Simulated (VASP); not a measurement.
Runs of VASP 6.6.1 on SnTe. The structure is that of space group F-43m (No. 216), or close to it. The cells are those of the table. 

| cell | gap on the mesh (eV) | pressure (GPa) |
| --- | --- | --- |
| a = 5.240 Å, angles 60.0°, 2 atoms | 0.35 | -3.5 |
| a = 5.107 Å, angles 60.0°, 2 atoms | 0.19 | -2.1 |
| a = 5.038 Å, angles 60.0°, 2 atoms | 0.09 | (b) |
| a = 5.174 Å, angles 60.0°, 2 atoms | (a) | -2.9 |
| a = 5.304 Å, angles 60.0°, 2 atoms | 0.42 | -3.9 |

Alike in all rows: task single point; level LDA; potentials or basis VASP PAW LDA potentials, release 64 (Sn_d, Te); no spin polarisation; k mesh 6 × 6 × 6; cutoff (eV) 520; smearing gaussian 0.01 eV.

Question: Fill in the values left out.

Answer: (a) 0.28; (b) -1.2.

Caveats: spin-orbit coupling is left out, which moves the levels of the heavy elements.

A k mesh can miss the band edges, and the runs leave out spin-orbit coupling on Sn, Te.
